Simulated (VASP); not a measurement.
Set up this calculation in VASP 6.6.1, as the native input.

- Task: single point
- Functional: PBE
- Potentials or basis: VASP PAW PBE potentials, release 64 (Si, O)
- Cutoff: 520 eV
- k mesh: 8 × 8 × 8
- Occupations: gaussian, width 0.02 eV
- Spin: no spin polarisation
- Dipole correction: no
- Further INCAR settings: ALGO = Normal; EDIFF = 1e-07; NBANDS = 25

The structure of SiO2 lies in POSCAR:

```
SiO2
1.0
   -2.5133695493      2.5133695493      3.6893902076
    2.5133695493     -2.5133695493      3.6893902076
    2.5133695493      2.5133695493     -3.6893902076
Si O
2 4
Direct
    0.0000000000      0.0000000000      0.0000000000
    0.7500000000      0.2500000000      0.5000000000
    0.9670112400      0.6250000000      0.8420112400
    0.3750000000      0.2170112400      0.3420112400
    0.7829887600      0.1250000000      0.1579887600
    0.8750000000      0.0329887600      0.6579887600
```

One way to write it, as run:

INCAR

```
SYSTEM = SiO2
PREC     = Accurate       ! precision mode
ENCUT    = 520            ! plane-wave cutoff, eV
EDIFF    = 1E-7           ! SCF threshold, eV
ISMEAR   = 0              ! smearing method
SIGMA    = 0.02           ! smearing width, eV
LREAL    = .FALSE.        ! projectors in reciprocal space
LASPH    = .TRUE.         ! aspherical terms in the spheres
NELM     = 100            ! most SCF steps
ALGO     = Normal         ! electronic algorithm
ISIF     = 2              ! what is computed and relaxed
LWAVE    = .FALSE.        ! write WAVECAR
LCHARG   = .FALSE.        ! write CHGCAR
GGA      = PE             ! functional
NBANDS   = 25             ! bands
```

KPOINTS

```
Automatic mesh
0
G
  8 8 8
  0 0 0
```

Potentials or basis: VASP PAW PBE potentials, release 64 (Si, O).

Launch:

```console
$ cat potpaw_PBE.64/Si/POTCAR potpaw_PBE.64/O/POTCAR > POTCAR
$ mpirun -np 1 vasp_std > vasp.out
```

It gave:

```json
{"Pressure": "0.1 GPa", "Largest force": "0.005 eV/Å", "Band gap on the k mesh": "5.73 eV, direct"}
```

Run time: 58 s on 1 thread of Intel(R) Xeon(R) 6975P-C (Granite Rapids), with other jobs on the host, peak memory 0.28 GiB.
